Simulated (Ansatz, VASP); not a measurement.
**GaB3As4 in VASP and in Ansatz**

The input INCAR:

```
PREC     = Accurate       # precision mode
ENCUT    = 520            # plane-wave cutoff, eV
EDIFF    = 1E-7           # SCF threshold, eV
ISMEAR   = -1             # smearing method
SIGMA    = 0.02           # smearing width, eV
LREAL    = F              # projectors in reciprocal space
LASPH    = T              # aspherical terms in the spheres
NELM     = 60             # most SCF steps
ALGO     = Normal         # electronic algorithm
ISIF     = 2              # what is computed and relaxed
LWAVE    = F              # write WAVECAR
LCHARG   = F              # write CHGCAR
GGA      = PE             # functional
NBANDS   = 31             # bands
```

File KPOINTS:

```
Automatic mesh
0
Gamma
  8 4 6
```

File POSCAR:

```
GaB3As4
1.0
    3.5162466245      0.0000000000      0.0000000000
    0.0000000000      7.1004010745      0.0000000000
    0.0000000000      0.0000000000      5.0310342017
B As Ga
3 4 1
Direct
    0.0000000000      0.7656178858     -0.0001867427
    0.5000000000      0.0000000000      0.4939477021
    0.0000000000      0.2343821142     -0.0001867427
    0.5000000000      0.7754045651      0.2334150090
    0.0000000000      0.0000000000      0.7333964001
    0.5000000000      0.2245954349      0.2334150090
    0.0000000000      0.5000000000      0.8063497982
    0.5000000000      0.5000000000      0.4998495669
```

Input for Ansatz:

```yaml
crystal:
  lattice:
    - [3.5162466245, 0.0, 0.0]
    - [0.0, 7.1004010745, 0.0]
    - [0.0, 0.0, 5.0310342017]
  atoms:
    - { symbol: B, position: [0.0, 0.7656178858, -0.0001867427] }
    - { symbol: As, position: [0.5, 0.7754045651, 0.233415009] }
    - { symbol: B, position: [0.5, 0.0, 0.4939477021] }
    - { symbol: As, position: [0.0, 0.0, 0.7333964001] }
    - { symbol: B, position: [0.0, 0.2343821142, -0.0001867427] }
    - { symbol: As, position: [0.5, 0.2245954349, 0.233415009] }
    - { symbol: Ga, position: [0.5, 0.5, 0.4998495669] }
    - { symbol: As, position: [0.0, 0.5, 0.8063497982] }
kpoints:
  mp_grid: { grid: [8, 4, 6] }
  band_path:
    path:
      - [[0.0, 0.0, 0.0], [0.5, 0.0, 0.0], [0.5, 0.5, 0.0], [0.0, 0.5, 0.0], [0.0, 0.0, 0.0], [0.0, 0.0, 0.5], [0.5, 0.0, 0.5], [0.5, 0.5, 0.5], [0.0, 0.5, 0.5], [0.0, 0.0, 0.5]]
      - [[0.5, 0.0, 0.0], [0.5, 0.0, 0.5]]
      - [[0.0, 0.5, 0.0], [0.0, 0.5, 0.5]]
      - [[0.5, 0.5, 0.0], [0.5, 0.5, 0.5]]
    npoints: 10
hamiltonian:
  xc: pbe
scf:
  occupations: { method: fermi_dirac, width: 0.02 }
  n_extra_bands: 6
output:
  forces: true
  stress: true
  eigenvalues: true
  write_density: true
  write_potential: true
  elf: true
  volumetric_format: npy
```

Alike in both runs: task single point; functional PBE; k mesh 8 × 4 × 6; occupations fermi-dirac, width 0.02 eV; no spin polarisation.

|  | VASP | Ansatz |
| --- | --- | --- |
| version | VASP 6.6.1 | Ansatz 0.2.0 |
| potentials or method | VASP PAW PBE potentials, release 64 (B, As, Ga_d) | plane waves, PAW |
| plane-wave cutoff (eV) | 520 | 420 |
| valence electrons in the cell | 42 | 82 |

|  | VASP | Ansatz | Ansatz less VASP |
| --- | --- | --- | --- |
| pressure (GPa) | 2.8 | 2.3 | -0.43 |
| rms of the force components (eV/Å) | 0.071 | 0.074 | +0.0028 |

VASP's potentials hold 42 valence electrons a cell and Ansatz's 82, so a difference there can come from the potentials and not from the codes.
